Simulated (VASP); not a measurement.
A run of VASP 6.6.1:

INCAR

```
SYSTEM = PbO
PREC = Accurate ; ENCUT = 520
EDIFF = 1E-6 ; ISMEAR = 0
SIGMA = 0.02 ; LREAL = .False.
LASPH = .True. ; NELM = 80
ALGO = Normal ; ISIF = 2
LWAVE = .False. ; LCHARG = .False.
LDIPOL = .True. ; IDIPOL = 3
DIPOL = 0.5 0.5 0.500 ; GGA = PE
IVDW = 12 ; NBANDS = 28
```

KPOINTS

```
regular mesh
0
Gamma
  6 6 1
  0 0 0
```

The input POSCAR:

```
PbO
1.0
    4.2260000000      0.0000000000      0.0000000000
    0.0000000000      4.2260000000      0.0000000000
    0.0000000000      0.0000000000     30.7493267952
Pb O
2 2
Direct
    0.5000000000      0.0000000000      0.4621129917
    0.0000000000      0.5000000000      0.5378870083
    0.0000000000      0.0000000000      0.5000000000
    0.5000000000      0.5000000000      0.5000000000
```

Potentials or basis: VASP PAW PBE potentials, release 64 (Pb_d, O).

The run is started by

```console
$ cat potpaw_PBE.64/Pb_d/POTCAR potpaw_PBE.64/O/POTCAR > POTCAR
$ mpirun -np 1 vasp_std > vasp.out
```

Hardware: 1 thread of Intel(R) Xeon(R) 6975P-C (Granite Rapids), on a shared host.

Q: Estimate the wall time of this run.

A: It took 2.5 min on 1 thread of Intel(R) Xeon(R) 6975P-C (Granite Rapids) (shared host), peak memory 0.6 GiB. Counts: scf iterations 24, k points 10.
